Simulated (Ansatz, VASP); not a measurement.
AlNi2 in VASP and in Ansatz

The input POSCAR:

```
AlNi2
1.0
    3.9740030242      0.0000000000      0.0000000000
   -1.9870015121      3.4415875737      0.0000000000
    0.0000000000      0.0000000000      4.9042588200
Al Ni
2 4
Direct
    0.3333333333      0.6666666667      0.1898740600
    0.6666666667      0.3333333333      0.8101259400
    0.3333333333      0.6666666667      0.6851100400
    0.6666666667      0.3333333333      0.3148899600
    0.0000000000      0.0000000000      0.5000000000
    0.0000000000      0.0000000000      0.0000000000
```

Contents of INCAR.step1:

```
  PREC = Accurate
  ENCUT = 520
  ISMEAR = -5
  SIGMA = 0.1
  LREAL = F
  LASPH = T
  NELM = 60
  NBANDS = 32
  GGA = PE
  ALGO = Normal
  EDIFF = 1E-4
  LWAVE = T
  LCHARG = F
```

The input INCAR.step2:

```
  PREC = Accurate
  ENCUT = 520
  EDIFF = 1E-7
  ISMEAR = -5
  SIGMA = 0.1
  LREAL = F
  LASPH = T
  NELM = 60
  ALGO = Normal
  ISIF = 2
  LWAVE = F
  LCHARG = F
  METAGGA = R2SCAN
  LMIXTAU = T
  NBANDS = 32
  ISTART = 1
```

KPOINTS

```
regular mesh
0
Gamma
  12 12 8
```

Input for Ansatz:

```yaml
crystal:
  lattice:
    - [3.9740030242, 0.0, 0.0]
    - [-1.9870015121, 3.4415875737, 0.0]
    - [0.0, 0.0, 4.90425882]
  atoms:
    - { symbol: Al, position: [0.3333333333, 0.6666666667, 0.18987406] }
    - { symbol: Al, position: [0.6666666667, 0.3333333333, 0.81012594] }
    - { symbol: Ni, position: [0.3333333333, 0.6666666667, 0.68511004] }
    - { symbol: Ni, position: [0.6666666667, 0.3333333333, 0.31488996] }
    - { symbol: Ni, position: [0.0, 0.0, 0.5] }
    - { symbol: Ni, position: [0.0, 0.0, 0.0] }
basis:
  ecutwfc: 500
kpoints:
  mp_grid: { grid: [12, 12, 8] }
hamiltonian:
  xc: r2scan
scf:
  occupations: { method: tetrahedron }
output:
  forces: true
  stress: true
  eigenvalues: true
```

Alike in both runs: task single point; functional r2SCAN; k mesh 12 × 12 × 8; occupations tetrahedron; no spin polarisation.

```csv
,VASP,Ansatz
version,VASP 6.6.1,Ansatz 0.2.0
potentials or method,"VASP PAW PBE potentials, release 64 (Al, Ni), cutoff 520 eV","scalar-relativistic, plane waves, PAW"
valence electrons in the cell,46,78
```

Ansatz gave:

```
gap on the k mesh at the Fermi level (eV) : none
pressure (GPa)                            : 0.6
rms of the force components (eV/Å)        : 0.004
```

Task: What did VASP give for the same quantities?

Result: gap on the k mesh at the Fermi level (eV): none; pressure (GPa): 0.7; rms of the force components (eV/Å): 0.002.

VASP's potentials were made for PBE, not for r2SCAN. Atom by atom the forces differ by 0.003 eV/Å (rms over components). A gap of «none» marks a metal or a gap that the smearing closes. VASP's potentials hold 46 valence electrons a cell and Ansatz's 78, so a difference there can come from the potentials and not from the codes. Ansatz's warnings: band table not solved further, tetrahedron derivatives may miss energy slope.
